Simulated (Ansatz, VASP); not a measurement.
**One calculation of SnTe, two programs**

File INCAR:

```
SYSTEM = SnTe
  PREC = Accurate
  ENCUT = 520
  EDIFF = 1E-6
  ISMEAR = 0
  SIGMA = 0.03
  LREAL = .False.
  LASPH = .True.
  NELM = 80
  ALGO = Normal
  ISIF = 2
  LWAVE = .False.
  LCHARG = .False.
  GGA = PS
  NBANDS = 17
```

The input KPOINTS:

```
regular mesh
0
Gamma
  10 10 10
  0 0 0
```

File POSCAR:

```
SnTe
1.0
    0.0000000000      3.1407175000      3.1565000000
    3.1565000000      0.0000000000      3.1565000000
    3.1565000000      3.1407175000      0.0000000000
Sn Te
1 1
Direct
    0.0000000000      0.0000000000      0.0000000000
    0.5000000000      0.5000000000      0.5000000000
```

Input for Ansatz:

```yaml
crystal:
  lattice:
    - [0.0, 3.1407175, 3.1565]
    - [3.1565, 0.0, 3.1565]
    - [3.1565, 3.1407175, 0.0]
  atoms:
    - { symbol: Sn, position: [0.0, 0.0, 0.0] }
    - { symbol: Te, position: [0.5, 0.5, 0.5] }
basis:
  ecutwfc: 420
kpoints:
  mp_grid: { grid: [10, 10, 10] }
hamiltonian:
  xc: pbesol
scf:
  occupations: { method: gaussian, width: 0.03 }
output:
  forces: true
  stress: true
  eigenvalues: true
```

Change from the starting cell: strain -0.0050 x Voigt [0, 1, 0, 0, 0, 0], atoms carried along.

Alike in both runs: task single point; functional PBEsol; k mesh 10 × 10 × 10; occupations gaussian, width 0.03 eV; no spin polarisation.

```csv
,VASP,Ansatz
version,VASP 6.6.1,Ansatz 0.2.0
potentials or method,"VASP PAW PBE potentials, release 64 (Sn_d, Te), cutoff 520 eV","scalar-relativistic, plane waves, PAW"
valence electrons in the cell,20,30
```

|  | VASP | Ansatz | Ansatz less VASP |
| --- | --- | --- | --- |
| gap on the k mesh at the Fermi level (eV) | 0.14 | 0.14 | -0.001 |
| least direct gap on the mesh (eV) | 0.14 | 0.14 | -0.001 |
| pressure (GPa) | -0.3 | -0.3 | +0.02 |
| traceless stress, the component that is largest in VASP (GPa) | 0.44 | 0.44 | -0.001 |

VASP's potentials were made for PBE, not for PBEsol. VASP's potentials hold 20 valence electrons a cell and Ansatz's 30, so a difference there can come from the potentials and not from the codes.

Spin-orbit coupling is off throughout.
